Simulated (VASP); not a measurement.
# Si5P13 in VASP: notebook

The runs below take Si5P13 through single point, with PBE.

Everything below comes from runs of VASP 6.6.1. Logs are shortened: lines on timing, memory, paths and dates and some standing lists are left out, and cuts for length are marked.

### 1 The cell of the first run

The cell holds an amorphous packing of atoms, 18 atoms: a = 7.050 Å, b = 7.051 Å, c = 7.040 Å, α = 90.50°, β = 87.18°, γ = 89.28°.

### 2 Single point, PBE

File INCAR:

```
SYSTEM = Si5P13
PREC = Accurate
ENCUT = 520
EDIFF = 1E-6
ISMEAR = -1
SIGMA = 0.1034
LREAL = Auto
LASPH = .TRUE.
NELM = 80
ALGO = Normal
ISIF = 2
LWAVE = .FALSE.
LCHARG = .FALSE.
GGA = PE
ISYM = 0
NBANDS = 58
```

File KPOINTS:

```
Automatic mesh
0
Gamma
  1 1 1
  0.25 0.25 0.25
```

File POSCAR:

```
Si5P13
1.0
    7.0479230000      0.0446470000      0.1733930000
    0.0446470000      7.0511420000     -0.0312760000
    0.1733930000     -0.0312760000      7.0375900000
Si P
5 13
Direct
    0.8052570574      0.4313397041      0.6103662822
    0.4272379528      0.6475433801      0.1012666973
    1.0114514876      0.3271545716      0.1206872635
    0.3757146863      0.5207215181      0.7350652410
    0.7803723104      0.6316605057      0.3648549742
    0.7659588095      0.9738615249      0.6924690977
    0.8143571715      0.1115282051      0.4058004691
    0.5284089997      0.0875346479      0.3016724919
    0.4744939629      0.7673043868      0.4492237087
    0.3432841405      0.2715387923      0.4853622590
    0.0419287666      0.7953323614      0.6085947974
    0.2512643630      0.9524172256      0.7726467895
    0.6932425999      0.4245881646      0.1457552948
    1.0351184869      0.8548938813      0.2954050124
    0.0444782530      0.5422577558      0.7622540438
    0.5742020297      0.2625731018     -0.1914367527
    0.2065996352      0.5308260854      0.2923698576
    0.9648192808      0.0071889167      0.9229555758
```

Potentials or basis: VASP PAW PBE potentials, release 64 (Si, P).

Started as:

```console
> cat potpaw_PBE.64/Si/POTCAR potpaw_PBE.64/P/POTCAR > POTCAR
> mpirun -np 1 vasp_std > vasp.out
```

OUTCAR:

```text
SYSTEM = Si5P13
   PREC = Accurate
   ENCUT = 520
   EDIFF = 1E-6
   ISMEAR = -1
   LREAL = Auto
   LASPH = .TRUE.
   NELM = 80
   ISIF = 2
   GGA = PE
   ISYM = 0

 ion  position               nearest neighbor table
   1  0.805  0.431  0.610-  15 2.19   5 2.25  16 2.42   7 2.66
   2  0.427  0.648  0.101-  17 2.18  13 2.47   9 2.62   4 2.76
   3  0.011  0.327  0.121-  13 2.34  17 2.37  18 2.67   7 2.85  15 2.96   5 3.13
   4  0.376  0.521  0.735-  15 2.34  16 2.36  10 2.50   9 2.74   2 2.76
   5  0.780  0.632  0.365-  13 2.23   1 2.25   9 2.39  14 2.44  11 2.83   3 3.13
   6  0.766  0.974  0.692-  18 2.21   7 2.26  11 2.35  16 2.54
   7  0.814  0.112  0.406-   8 2.19   6 2.26  14 2.47   1 2.66   3 2.85
   8  0.528  0.088  0.302-   7 2.19  10 2.20   9 2.52  13 2.86
   9  0.474  0.767  0.449-   5 2.39   8 2.52   2 2.62   4 2.74  17 2.80
  10  0.343  0.272  0.485-   8 2.20   4 2.50  17 2.50  16 2.86
  11  0.042  0.795  0.609-  15 2.10  12 2.22  14 2.25   6 2.35  18 2.69   5 2.83
  12  0.251  0.952  0.773-  11 2.22  18 2.26
  13  0.693  0.425  0.146-   5 2.23   3 2.34   2 2.47  16 2.80   8 2.86
  14  0.035  0.855  0.295-  11 2.25   5 2.44   7 2.47  17 2.57  18 2.90
  15  0.044  0.542  0.762-  11 2.10   1 2.19   4 2.34   3 2.96
  16  0.574  0.263  0.809-   4 2.36   1 2.42   6 2.54  13 2.80  10 2.86
  17  0.207  0.531  0.292-   2 2.18   3 2.37  10 2.50  14 2.57   9 2.80
  18  0.965  0.007  0.923-   6 2.21  12 2.26   3 2.67  11 2.69  14 2.90

IMPORTANT INFORMATION: All symmetrisations will be switched off!
NOSYMM: (Re-)initialisation of all symmetry stuff for point group C_1.

----------------------------------------------------------------------------------------

                                     Primitive cell

  volume of cell :     349.5060

  direct lattice vectors                    reciprocal lattice vectors
     7.047923000  0.044647000  0.173393000     0.141977725 -0.000914520 -0.003502129
     0.044647000  7.051142000 -0.031276000    -0.000914520  0.141829685  0.000652842
     0.173393000 -0.031276000  7.037590000    -0.003502129  0.000652842  0.142183285

  length of vectors
     7.050196955  7.051352710  7.039795191     0.142023856  0.141834136  0.142227907

  position of ions in fractional coordinates (direct lattice)
     0.805257057  0.431339704  0.610366282
     0.427237953  0.647543380  0.101266697
     0.011451488  0.327154572  0.120687264
     0.375714686  0.520721518  0.735065241
     0.780372310  0.631660506  0.364854974
     0.765958809  0.973861525  0.692469098
[... 10 lines left out ...]
     0.206599635  0.530826085  0.292369858
     0.964819281  0.007188917  0.922955576

  ion indices of the primitive-cell ions
   primitive index   ion index
                 1           1
                 2           2
                 3           3
                 4           4
                 5           5
                 6           6
[... 10 lines left out ...]
                17          17
                18          18

----------------------------------------------------------------------------------------

 KPOINTS: Automatic mesh

Automatic generation of k-mesh.
 Grid dimensions read from file:
 generate k-points for:    1    1    1

 Generating k-lattice:

  Cartesian coordinates                     Fractional coordinates (reciprocal lattice)
     0.141977725 -0.000914520 -0.003502129     1.000000000  0.000000000  0.000000000
    -0.000914520  0.141829685  0.000652842    -0.000000000  1.000000000 -0.000000000
    -0.003502129  0.000652842  0.142183285     0.000000000 -0.000000000  1.000000000

  Length of vectors
     0.142023856  0.141834136  0.142227907

  Shift w.r.t. Gamma in fractional coordinates (k-lattice)
     0.250000000  0.250000000  0.250000000

 Subroutine IBZKPT returns following result:
 ===========================================

 Found      1 irreducible k-points:

 Following reciprocal coordinates:
            Coordinates               Weight
  0.250000  0.250000  0.250000      2.000000
   k-points           NKPTS =      1   k-points in BZ     NKDIM =      1   number of bands    NBANDS=     58
   number of dos      NEDOS =    301   number of ions     NIONS =     18
   total plane-waves  NPLWV = 157464
   dimension x,y,z NGX =    54 NGY =   54 NGZ =   54
   dimension x,y,z NGXF=   108 NGYF=  108 NGZF=  108
   ions per type =               5  13
   NGX,Y,Z   is equivalent  to a cutoff of  12.73, 12.73, 12.75 a.u.
   NGXF,Y,Z  is equivalent  to a cutoff of  25.47, 25.46, 25.50 a.u.
 SYSTEM =  Si5P13
   PREC   = accura    normal or accurate (medium, high low for compatibility)
   ISTART =      0    job   : 0-new  1-cont  2-samecut
   ICHARG =      2    charge: 1-file 2-atom 10-const
   ISPIN  =      1    spin polarized calculation?
   LNONCOLLINEAR =      F non collinear calculations
   LSORBIT =      F    spin-orbit coupling
   LASPH  =      T    aspherical Exc in radial PAW
   ENCUT  =  520.0 eV  38.22 Ry    6.18 a.u.  13.11 13.11 13.09*2*pi/ulx,y,z
   NELM   =     80;   NELMIN=  2; NELMDL= -5     # of ELM steps
   EDIFF  = 0.1E-05   stopping-criterion for ELM
   LREAL  =      T    real-space projection
   EDIFFG = 0.1E-04   stopping-criterion for IOM
   NSW    =      0    number of steps for IOM
   IBRION =     -1    ionic relax: 0-MD 1-quasi-New 2-CG
   NFREE  =      0    steps in history (QN), initial steepest desc. (CG)
   ISIF   =      2    stress and relaxation
   ISYM   =      0    0-nonsym 1-usesym 2-fastsym
   POTIM  = 0.5000    time-step for ionic-motion
   TEBEG  =    0.0;   TEEND  =   0.0 temperature during run
   PSTRESS=    0.0 pullay stress
   NELECT =      85.0000    total number of electrons
   NUPDOWN=      -1.0000    fix difference up-down
   EMIN   =  10.00;   EMAX   =-10.00  energy-range for DOS
   EFERMI =   0.00;   METHOD = LEGACY
   ISMEAR =    -1;   SIGMA  =   0.10  broadening in eV -4-tet -1-fermi 0-gaus
   EFERMI_NEDOS =   21; number of points for ismear=-14 and -15
   IALGO  =     38    algorithm
   IMIX   =      4    mixing-type and parameters
     AMIX     =   0.40;   BMIX     =  1.00
     AMIX_MAG =   1.60;   BMIX_MAG =  1.00
  volume/ion in A,a.u.               =      19.42       131.03
  Fermi-wavevector in a.u.,A,eV,Ry     =   1.021871  1.931057 14.207492  1.044221
  Thomas-Fermi vector in A             =   2.155520
   LORBIT       =      0    0 simple, 1 ext, 2 COOP (PROOUT), +10 PAW based schemes
   GGA     = PE    functional components
   LHFCALC =     F    Hartree Fock is set to
   AEXX    =    0.0000 exact exchange contribution
   IVDW    =     0    specifies the selected vdW correction
   LEPSILON=     F    determine dielectric tensor
   LRPA    =     F    only Hartree local field effects (RPA)
 non-spin polarized calculation
  energy-cutoff  :      520.00
  volume of cell :      349.51
 maximum number of plane-waves:      9412
 NGX is ok and might be reduce to    54
   NGX = 27   NGY = 27   NGZ = 27

 number of electron      85.0000000 magnetization

 Free energy of the ion-electron system (eV)
  ---------------------------------------------------
  ext. energy  EPLUGINS =         0.00000000
  ---------------------------------------------------
  free energy    TOTEN  =       -90.69981660 eV

  energy without entropy =      -90.46201222  energy(sigma->0) =      -90.58091441

 E-fermi :   6.2668     XC(G=0):  -9.7273

 val. band max:        6.2531985607   @ k =   0.2500   0.2500   0.2500
 cond. band min:       6.6033461455   @ k =   0.2500   0.2500   0.2500
 fundamental gap:      0.3501475848
 Fermi energy:         6.2667932428

 k-point     1 :       0.2500    0.2500    0.2500
  band No.  band energies     occupation
      1      -9.0166      2.00000
      2      -7.5677      2.00000
      3      -7.1166      2.00000
      4      -6.4370      2.00000
      5      -6.0515      2.00000
      6      -5.7469      2.00000
[... 46 lines left out ...]
     53       8.5895      0.00000
     54       8.9050      0.00000
 [bands above 54 left out]

------------------------ aborting loop because EDIFF is reached ----------------------------------------

  FORCE on cell =-STRESS in cart. coord.  units (eV):
  Direction    XX          YY          ZZ          XY          YZ          ZX
  --------------------------------------------------------------------------------------
  -------------------------------------------------------------------------------------
  Total       -4.4623248     -0.7119857     -4.2701203     -2.1732704      1.2159577      6.1039406
  in kB      -20.4558305     -3.2638277    -19.5747421     -9.9625314      5.5740953     27.9811935
  external PRESSURE =     -14.4314667 kB  Pullay stress =       0.0000000 kB

 VOLUME and BASIS-vectors are now :
 -----------------------------------------------------------------------------
  energy-cutoff  :      520.00
  volume of cell :      349.51
      direct lattice vectors                 reciprocal lattice vectors
     7.047923000  0.044647000  0.173393000     0.141977725 -0.000914520 -0.003502129
     0.044647000  7.051142000 -0.031276000    -0.000914520  0.141829685  0.000652842
     0.173393000 -0.031276000  7.037590000    -0.003502129  0.000652842  0.142183285

 POSITION                                       TOTAL-FORCE (eV/Angst)
 -----------------------------------------------------------------------------------
      5.80048      3.05830      4.42164        -0.757189     -2.097905      0.477371
      3.05761      4.58183      0.76650         1.193017      0.354753     -0.907366
      0.11624      2.30355      0.84110        -0.723743     -0.264685     -0.183632
      2.79871      3.66547      5.22195         0.924774     -0.062389     -0.151765
      5.59147      4.47736      2.68325        -1.121810      1.364341     -0.513753
      5.56197      6.87938      4.97567        -0.207729     -0.727157     -0.252757
[... 10 lines left out ...]
      1.53049      3.74301      2.07680        -1.252314     -1.536051      0.456873
      6.96033      0.06490      6.66245         0.735782      1.096405      0.348248
 -----------------------------------------------------------------------------------
    total drift:                                0.002696      0.005620     -0.003964

  FREE ENERGIE OF THE ION-ELECTRON SYSTEM (eV)
  ---------------------------------------------------
  free  energy   TOTEN  =       -90.6998166003 eV

  energy  without entropy=      -90.4620122215  energy(sigma->0) =      -90.58091441
```

It took 32 s on 1 thread of Intel Xeon Platinum 8559C (Emerald Rapids), shared host; peak memory 0.39 GiB.

Results:

- Free energy: -90.6998 eV
- Pressure: -1.4 GPa
- Largest force: 2.281 eV/Å

Forces on the atoms (eV/Å):
```
Si  -0.757 -2.098  0.477
Si   1.193  0.355 -0.907
Si  -0.724 -0.265 -0.184
Si   0.925 -0.062 -0.152
Si  -1.122  1.364 -0.514
P   -0.208 -0.727 -0.253
P    0.836  1.177  1.116
P   -0.208  0.024  0.228
P    0.983  0.025 -0.712
P   -0.715 -0.443  0.311
P   -0.060  1.499 -0.026
P   -0.354  0.397  0.046
P   -0.108 -0.235 -1.176
P   -0.326 -0.551 -0.202
P    0.654 -0.932  1.087
P    0.508  0.912  0.055
P   -1.252 -1.536  0.457
P    0.736  1.096  0.348
```

Stress tensor (GPa, compression positive):
```
-2.05 -1.00  2.80
-1.00 -0.33  0.56
 2.80  0.56 -1.96
```

Levels at points of the mesh, in eV from the Fermi level:
| k point | band 41 | band 42 | band 43 | band 44 | band 45 | band 46 |
| --- | --- | --- | --- | --- | --- | --- |
| (0.25, 0.25, 0.25) | -0.87 | -0.26 | -0.01 | 0.34 | 0.55 | 0.90 |

Caveat: the k points lie up to 0.89 Å⁻¹ apart.

(Part 1 of 2 ends here.)
